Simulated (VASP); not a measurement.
C, 2 atoms in the cell. The structure is cubic, space group Fd-3m (No. 227). Conventional cell: a = 3.560 Å, b = 3.560 Å, c = 3.560 Å, α = 90.00°, β = 90.00°, γ = 90.00°. C (site symmetry -43m) has 4 C at 1.54 Å within 2.1 Å. 

- Program: VASP 6.6.1
- Task: dielectric tensor
- Functional: r2SCAN
- Potentials or basis: VASP PAW PBE potentials, release 64 (C)
- Cutoff: 520 eV
- k mesh: 10 × 10 × 10
- Occupations: gaussian, width 0.01 eV
- Spin: no spin polarisation
- Dipole correction: no
- Further INCAR settings: ALGO = Normal; EDIFF = 1e-08

Potentials or basis: VASP PAW PBE potentials, release 64 (C).

The run is started by

```console
$ cat potpaw_PBE.64/C/POTCAR > POTCAR
$ mpirun -np 1 vasp_std > vasp.out
```

Hardware: 1 thread of Intel(R) Xeon(R) Platinum 8259CL CPU @ 2.50GHz (Skylake/Cascade Lake) (shared host).

Question: How long does it take, and how much memory?

Answer: Wall time 26 min on 1 thread of Intel(R) Xeon(R) Platinum 8259CL CPU @ 2.50GHz (Skylake/Cascade Lake), on a shared host, peak memory 0.23 GiB. Counts: scf iterations 68, k points 47.
